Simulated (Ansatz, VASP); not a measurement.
**Pb in VASP and in Ansatz**

```
Pb
1.0
     3.50071    0.00000    0.00000
    -1.75036    3.03171    0.00000
     0.00000    0.00000   11.41809
Pb
4
Cartesian
  1.7504 1.0106 8.5636
  0.0000 0.0000 5.7090
  0.0000 2.0211 2.8545
  0.0000 0.0000 0.0000
```

Alike in both runs: task single point; functional r2SCAN; k mesh 9 × 9 × 3; occupations fermi-dirac, width 0.05 eV; no spin polarisation.

|  | VASP | Ansatz |
| --- | --- | --- |
| version | VASP 6.6.1 | Ansatz 0.2.0 |
| potentials or method | VASP PAW PBE potentials, release 64 (Pb_d) | Ansatz PAW |
| plane-wave cutoff (eV) | 520 | 500 |
| valence electrons in the cell | 56 | 56 |

|  | VASP | Ansatz | Ansatz less VASP |
| --- | --- | --- | --- |
| gap on the k mesh at the Fermi level (eV) | none | none | - |
| pressure (GPa) | 1.1 | 1.1 | 0.00 |
| traceless stress, the component that is largest in VASP (GPa) | 0.41 | 0.41 | +0.004 |

VASP's potentials were made for PBE, not for r2SCAN. A gap of «none» marks a metal or a gap that the smearing closes.

Neither program's run includes spin-orbit coupling.
